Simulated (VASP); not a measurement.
# Al (P6_3/mmc) in VASP: notebook

Runs on Al. Level: PBEsol. Tasks: single point.

All numbers are computed with VASP 6.6.1; they aren't measurements. Logs are shortened: lines on timing, memory, paths and dates and some standing lists are left out, and cuts for length are marked.

### Step 1. The cell of the first run

The structure is hexagonal, space group P6_3/mmc (No. 194). Conventional cell: a = 2.794 Å, b = 2.794 Å, c = 4.834 Å, α = 90.00°, β = 90.00°, γ = 120.00°. Within 3.7 Å of Al (site symmetry -6m2) lie 12 Al at 2.79 to 2.91 Å.

### Step 2. Single point, PBEsol (volume scaled by 0.98)

INCAR reads:

```
PREC = Accurate ; ENCUT = 520
EDIFF = 1E-7 ; ISMEAR = -1
SIGMA = 0.05 ; LREAL = False
LASPH = True ; NELM = 80
ALGO = Normal ; ISIF = 2
LWAVE = False ; LCHARG = False
GGA = PS ; NBANDS = 10
```

KPOINTS reads:

```
regular mesh
0
Gamma
  11 11 6
```

POSCAR reads:

```
Al
1.0
    2.7935792435      0.0000000000      0.0000000000
   -1.3967896217      2.4193105923      0.0000000000
    0.0000000000      0.0000000000      4.8341855930
Al
2
Direct
    0.3333333333      0.6666666667      0.2500000000
    0.6666666667      0.3333333333      0.7500000000
```

Potentials or basis: VASP PAW PBE potentials, release 64 (Al).

The run is started by

```bash
$ cat potpaw_PBE.64/Al/POTCAR > POTCAR
$ mpirun -np 1 vasp_std > vasp.out
```

OUTCAR:

```text
PREC = Accurate
   ENCUT = 520
   EDIFF = 1E-7
   ISMEAR = -1
   LREAL = False
   LASPH = True
   NELM = 80
   ISIF = 2
   GGA = PS

 ion  position               nearest neighbor table
   1  0.333  0.667  0.250-   2 2.91   2 2.91   2 2.91   2 2.91   2 2.91   2 2.91
   2  0.667  0.333  0.750-   1 2.91   1 2.91   1 2.91   1 2.91   1 2.91   1 2.91

  LATTYP: Found a hexagonal cell.
 ALAT       =     2.7935792435
 C/A-ratio  =     1.7304630267

  Lattice vectors:

 A1 = (   2.7935792435,   0.0000000000,   0.0000000000)
 A2 = (  -1.3967896217,   2.4193105923,   0.0000000000)
 A3 = (   0.0000000000,   0.0000000000,   4.8341855930)

Analysis of symmetry for initial positions (statically):
=====================================================================
 Subroutine PRICEL returns:
 Original cell was already a primitive cell.

 Routine SETGRP: Setting up the symmetry group for a
 hexagonal supercell.

 Subroutine GETGRP returns: Found 24 space group operations
 (whereof 12 operations were pure point group operations)
 out of a pool of 24 trial point group operations.

The static configuration has the point symmetry D_3d.
 The point group associated with its full space group is D_6h.

Analysis of symmetry for dynamics (positions and initial velocities):
=====================================================================
 Subroutine PRICEL returns:
 Original cell was already a primitive cell.

 Routine SETGRP: Setting up the symmetry group for a
 hexagonal supercell.

 Subroutine GETGRP returns: Found 24 space group operations
 (whereof 12 operations were pure point group operations)
 out of a pool of 24 trial point group operations.

The dynamic configuration has the point symmetry D_3d.
 The point group associated with its full space group is D_6h.

 Subroutine INISYM returns: Found 24 space group operations
 (whereof 12 operations are pure point group operations),
 and found     1 'primitive' translations

----------------------------------------------------------------------------------------

                                     Primitive cell

  volume of cell :      32.6720

  direct lattice vectors                    reciprocal lattice vectors
     2.793579243  0.000000000  0.000000000     0.357963714  0.206670446  0.000000000
    -1.396789622  2.419310592  0.000000000     0.000000000  0.413340893  0.000000000
     0.000000000  0.000000000  4.834185593     0.000000000  0.000000000  0.206860076

  length of vectors
     2.793579243  2.793579243  4.834185593     0.413340893  0.413340893  0.206860076

  position of ions in fractional coordinates (direct lattice)
     0.333333333  0.666666667  0.250000000
     0.666666667  0.333333333  0.750000000

  ion indices of the primitive-cell ions
   primitive index   ion index
                 1           1
                 2           2

----------------------------------------------------------------------------------------

 KPOINTS: regular mesh

Automatic generation of k-mesh.
 Grid dimensions read from file:
 generate k-points for:   11   11    6

 Generating k-lattice:

  Cartesian coordinates                     Fractional coordinates (reciprocal lattice)
     0.032542156  0.018788222  0.000000000     0.090909091 -0.000000000  0.000000000
     0.000000000  0.037576445  0.000000000     0.000000000  0.090909091  0.000000000
     0.000000000  0.000000000  0.034476679     0.000000000  0.000000000  0.166666667

  Length of vectors
     0.037576445  0.037576445  0.034476679

  Shift w.r.t. Gamma in fractional coordinates (k-lattice)
     0.000000000  0.000000000  0.000000000

 Subroutine IBZKPT returns following result:
 ===========================================

 Found     64 irreducible k-points:

 Following reciprocal coordinates:
            Coordinates               Weight
  0.000000  0.000000  0.000000      1.000000
  0.090909 -0.000000  0.000000      6.000000
  0.181818 -0.000000  0.000000      6.000000
  0.272727 -0.000000  0.000000      6.000000
  0.363636 -0.000000  0.000000      6.000000
  0.454545 -0.000000  0.000000      6.000000
[... 16 lines left out ...]
  0.090909  0.090909  0.166667     12.000000
  0.181818  0.090909  0.166667     24.000000
 [... further k-points ...]
   k-points           NKPTS =     64   k-points in BZ     NKDIM =     64   number of bands    NBANDS=     10
   number of dos      NEDOS =    301   number of ions     NIONS =      2
   total plane-waves  NPLWV =  20736
   dimension x,y,z NGX =    24 NGY =   24 NGZ =   36
   dimension x,y,z NGXF=    48 NGYF=   48 NGZF=   72
   ions per type =               2
   NGX,Y,Z   is equivalent  to a cutoff of  14.28, 14.28, 12.38 a.u.
   NGXF,Y,Z  is equivalent  to a cutoff of  28.56, 28.56, 24.76 a.u.
 SYSTEM =  unknown system
   PREC   = accura    normal or accurate (medium, high low for compatibility)
   ISTART =      0    job   : 0-new  1-cont  2-samecut
   ICHARG =      2    charge: 1-file 2-atom 10-const
   ISPIN  =      1    spin polarized calculation?
   LNONCOLLINEAR =      F non collinear calculations
   LSORBIT =      F    spin-orbit coupling
   LASPH  =      T    aspherical Exc in radial PAW
   ENCUT  =  520.0 eV  38.22 Ry    6.18 a.u.   5.19  5.19  8.99*2*pi/ulx,y,z
   NELM   =     80;   NELMIN=  2; NELMDL= -5     # of ELM steps
   EDIFF  = 0.1E-06   stopping-criterion for ELM
   LREAL  =      F    real-space projection
   EDIFFG = 0.1E-05   stopping-criterion for IOM
   NSW    =      0    number of steps for IOM
   IBRION =     -1    ionic relax: 0-MD 1-quasi-New 2-CG
   NFREE  =      0    steps in history (QN), initial steepest desc. (CG)
   ISIF   =      2    stress and relaxation
   ISYM   =      2    0-nonsym 1-usesym 2-fastsym
   POTIM  = 0.5000    time-step for ionic-motion
   TEBEG  =    0.0;   TEEND  =   0.0 temperature during run
   PSTRESS=    0.0 pullay stress
   NELECT =       6.0000    total number of electrons
   NUPDOWN=      -1.0000    fix difference up-down
   EMIN   =  10.00;   EMAX   =-10.00  energy-range for DOS
[... 5 lines left out ...]
     AMIX     =   0.40;   BMIX     =  1.00
     AMIX_MAG =   1.60;   BMIX_MAG =  1.00
  volume/ion in A,a.u.               =      16.34       110.24
  Fermi-wavevector in a.u.,A,eV,Ry     =   0.930536  1.758458 11.781252  0.865898
  Thomas-Fermi vector in A             =   2.056935
   LORBIT       =      0    0 simple, 1 ext, 2 COOP (PROOUT), +10 PAW based schemes
   GGA     = PS    functional components
   LHFCALC =     F    Hartree Fock is set to
   AEXX    =    0.0000 exact exchange contribution
   IVDW    =     0    specifies the selected vdW correction
   LEPSILON=     F    determine dielectric tensor
   LRPA    =     F    only Hartree local field effects (RPA)
 non-spin polarized calculation
  energy-cutoff  :      520.00
  volume of cell :       32.67
 maximum number of plane-waves:       898
 NGX is ok and might be reduce to    24
   NGX = 11   NGY = 11   NGZ = 17

 number of electron       6.0000000 magnetization

 Free energy of the ion-electron system (eV)
  ---------------------------------------------------
  ext. energy  EPLUGINS =         0.00000000
  ---------------------------------------------------
  free energy    TOTEN  =        -8.12529841 eV

  energy without entropy =       -8.12094904  energy(sigma->0) =       -8.12312372

 E-fermi :   8.0738     XC(G=0): -10.2927

 val. band max:        8.0290899943   @ k =   0.4545  -0.0000   0.0000
 cond. band min:       8.2176718222   @ k =   0.3636   0.0909   0.3333
 fundamental gap:      0.1885818279
 Fermi energy:         8.0738152528

 k-point     1 :       0.0000    0.0000    0.0000
  band No.  band energies     occupation
      1      -3.1499      2.00000
      2       2.9582      2.00000
      3       3.1343      2.00000
      4      19.2790      0.00000
      5      19.6488      0.00000
      6      19.6488      0.00000
      7      19.8084      0.00000
      8      19.8084      0.00000
      9      20.6353      0.00000
     10      22.9702      0.00000

 k-point     2 :       0.0909   -0.0000    0.0000
  band No.  band energies     occupation
      1      -2.9411      2.00000
      2       3.1625      2.00000
      3       3.3290      2.00000
      4      16.4993      0.00000
      5      17.9608      0.00000
      6      18.8923      0.00000
      7      20.2411      0.00000
      8      20.7303      0.00000
      9      21.7714      0.00000
     10      22.1364      0.00000

 k-point     3 :       0.1818   -0.0000    0.0000
  band No.  band energies     occupation
      1      -2.3166      2.00000
      2       3.7693      2.00000
      3       3.9132      2.00000
      4      13.0285      0.00000
      5      16.5490      0.00000
      6      17.4174      0.00000
      7      18.7227      0.00000
      8      18.8424      0.00000
      9      21.3015      0.00000
     10      21.3819      0.00000

 k-point     4 :       0.2727   -0.0000    0.0000
  band No.  band energies     occupation
      1      -1.2824      2.00000
      2       4.7522      2.00000
      3       4.8866      2.00000
      4       9.8124      0.00000
      5      15.0505      0.00000
      6      15.4925      0.00000
      7      15.6432      0.00000
      8      17.2941      0.00000
      9      20.5427      0.00000
     10      21.2593      0.00000

 k-point     5 :       0.3636   -0.0000    0.0000
  band No.  band energies     occupation
      1       0.1517      2.00000
      2       5.8433      2.00000
      3       6.2463      2.00000
      4       7.1849      2.00000
      5      12.5109      0.00000
      6      12.7483      0.00000
      7      14.7899      0.00000
      8      16.4387      0.00000
      9      19.9306      0.00000
     10      20.4631      0.00000

 k-point     6 :       0.4545   -0.0000    0.0000
  band No.  band energies     occupation
      1       1.9699      2.00000
      2       4.1355      2.00000
      3       7.9608      1.81099
      4       8.0291      1.41964
      5      10.2009      0.00000
      6      10.2581      0.00000
      7      14.4392      0.00000
      8      16.0171      0.00000
      9      19.6249      0.00000
     10      20.0650      0.00000
[... 183 lines left out ...]
 k-point    21 :       0.3636   -0.0000    0.1667
  band No.  band energies     occupation
      1       0.3231      2.00000
      2       4.3443      2.00000
      3       6.9047      2.00000
      4       8.4601      0.00088
      5      10.9414      0.00000
      6      14.5446      0.00000
      7      14.9388      0.00000
      8      16.5718      0.00000
      9      18.5220      0.00000
     10      19.6884      0.00000

 k-point    22 :       0.4545   -0.0000    0.1667
  band No.  band energies     occupation
      1       2.1380      2.00000
      2       4.2765      2.00000
      3       6.2678      2.00000
      4       8.3027      0.02036
      5      10.2374      0.00000
      6      12.2289      0.00000
      7      14.5881      0.00000
      8      16.1582      0.00000
      9      18.1752      0.00000
     10      19.8846      0.00000

 k-point    23 :       0.0909    0.0909    0.1667
  band No.  band energies     occupation
      1      -2.3495      2.00000
      2       1.7847      2.00000
      3       5.8102      2.00000
      4      14.8645      0.00000
      5      15.1129      0.00000
      6      17.3327      0.00000
      7      18.8193      0.00000
      8      18.8288      0.00000
      9      21.2682      0.00000
     10      21.5946      0.00000

 k-point    24 :       0.1818    0.0909    0.1667
  band No.  band energies     occupation
      1      -1.5212      2.00000
      2       2.5874      2.00000
      3       6.5751      2.00000
      4      11.6656      0.00000
      5      13.6562      0.00000
      6      15.5671      0.00000
      7      17.3956      0.00000
      8      18.0883      0.00000
      9      19.3842      0.00000
     10      20.7599      0.00000

 [... further k-points ...]
[... 5 lines left out ...]
  --------------------------------------------------------------------------------------
  -------------------------------------------------------------------------------------
  Total        0.4117572      0.4117572     -0.6440061      0.0000000     -0.0000000      0.0000000
  in kB       20.1918384     20.1918384    -31.5809063      0.0000000     -0.0000000      0.0000000
  external PRESSURE =       2.9342569 kB  Pullay stress =       0.0000000 kB

 VOLUME and BASIS-vectors are now :
 -----------------------------------------------------------------------------
  energy-cutoff  :      520.00
  volume of cell :       32.67
      direct lattice vectors                 reciprocal lattice vectors
     2.793579243  0.000000000  0.000000000     0.357963714  0.206670446  0.000000000
    -1.396789622  2.419310592  0.000000000     0.000000000  0.413340893  0.000000000
     0.000000000  0.000000000  4.834185593     0.000000000  0.000000000  0.206860076

 POSITION                                       TOTAL-FORCE (eV/Angst)
 -----------------------------------------------------------------------------------
     -0.00000      1.61287      1.20855         0.000000      0.000000      0.000000
      1.39679      0.80644      3.62564        -0.000000     -0.000000      0.000000
 -----------------------------------------------------------------------------------
    total drift:                                0.000000     -0.000000     -0.000000

  FREE ENERGIE OF THE ION-ELECTRON SYSTEM (eV)
  ---------------------------------------------------
  free  energy   TOTEN  =        -8.1252984109 eV

  energy  without entropy=       -8.1209490360  energy(sigma->0) =       -8.12312372
```

It took 7.8 s on 1 thread of Intel Xeon Platinum 8488C (Sapphire Rapids), shared host; peak memory 0.15 GiB.

Results:

```yaml
Free_energy: -8.1253 eV
Pressure: 0.3 GPa
Band_gap_on_the_k_mesh: zero (band 3 reaches 11.54 eV, above the bottom of band 4 at 5.10 eV)
```

Stress tensor (GPa, compression positive):
```
 2.02  0.00  0.00
 0.00  2.02  0.00
 0.00  0.00 -3.16
```

Levels at points of the mesh, in eV from the Fermi level:
```csv
k point,band 1,band 2,band 3,band 4,band 5,band 6,band 7
"(0.00, 0.00, 0.00)",-11.22,-5.12,-4.94,11.21,11.57,11.57,11.73
"(0.00, 0.00, 0.50)",-9.65,-9.65,2.39,2.39,12.56,12.56,12.56
```

Caveat: the cell differs from its parent crystal (volume scaled by 0.98); the PAW data sets were made with another functional, which shifts forces and pressure a little.

### Step 3. Single point, PBEsol

This run uses another cell than the first one, of 16.67 Å³/atom, 1.020 times its volume.

INCAR reads:

```
SYSTEM = Al
PREC = Accurate
ENCUT = 520
EDIFF = 1E-6
ISMEAR = -1
SIGMA = 0.05
LREAL = .FALSE.
LASPH = .TRUE.
NELM = 100
ALGO = Fast
ISIF = 2
LWAVE = .FALSE.
LCHARG = .FALSE.
GGA = PS
NBANDS = 10
```

KPOINTS reads:

```
Automatic mesh
0
G
  11 11 6
  0 0 0
```

POSCAR reads:

```
Al
1.0
    2.8124553515      0.0000000000      0.0000000000
   -1.4062276757      2.4356577814      0.0000000000
    0.0000000000      0.0000000000      4.8668500000
Al
2
Direct
    0.3333333333      0.6666666667      0.2500000000
    0.6666666667      0.3333333333      0.7500000000
```

Potentials or basis: VASP PAW PBE potentials, release 64 (Al).

The run is started by

```bash
$ cat potpaw_PBE.64/Al/POTCAR > POTCAR
$ mpirun -np 1 vasp_std > vasp.out
```

Wall time 11 s (1 thread of Intel Xeon Platinum 8488C (Sapphire Rapids), shared host); peak memory 0.15 GiB.

Results (log left out):

```yaml
Free_energy: -8.1232 eV
Pressure: -1.3 GPa
Band_gap_on_the_k_mesh: zero (band 3 reaches 11.30 eV, above the bottom of band 4 at 4.91 eV)
```

Stress tensor (GPa, compression positive):
```
 0.26  0.00  0.00
 0.00  0.26  0.00
 0.00  0.00 -4.35
```

Levels at points of the mesh, in eV from the Fermi level:
```tsv
k point	band 1	band 2	band 3	band 4	band 5	band 6	band 7
(0.00, 0.00, 0.00)	-11.08	-5.08	-4.85	11.12	11.40	11.40	11.62
(0.00, 0.00, 0.50)	-9.53	-9.53	2.36	2.36	12.43	12.43	12.43
```

Caveat: the PAW data sets were made with another functional, which shifts forces and pressure a little.
